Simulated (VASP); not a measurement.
BN:

```
B N
1.0
     2.50058    0.00000    0.00000
    -1.25029    2.16557    0.00000
     0.00000    0.00000    6.52364
B N
2 2
Cartesian
  0.0000 1.4437 1.6309
  1.2503 0.7219 4.8927
  0.0000 1.4437 4.8927
  1.2503 0.7219 1.6309
```

Base run:

```yaml
Program: VASP 6.6.1
Functional: r2SCAN
Potentials_or_basis: VASP PAW PBE potentials, release 64 (B, N)
Cutoff: 520 eV
k_mesh: 12 × 12 × 4
Occupations: gaussian, width 0.01 eV
Spin: no spin polarisation
```

Its results: band gap on the k mesh 4.84 eV, indirect (least direct gap 5.25 eV); pressure 1.0 GPa.

Task: The run is repeated on the same cell with these changes: functional from r2SCAN to PBE; occupations from gaussian, width 0.01 eV to fermi-dirac, width 0.02 eV. What comes out?

Result: Band gap on the k mesh 4.24 eV, indirect (least direct gap 4.65 eV); pressure 4.7 GPa.

Caveats: the PAW data sets were made with another functional, which shifts forces and pressure a little (some runs); this functional lacks dispersion, which binds the layers, so the pressure and a relaxed spacing across them are unreliable (some runs).

A k mesh can miss the band edges.
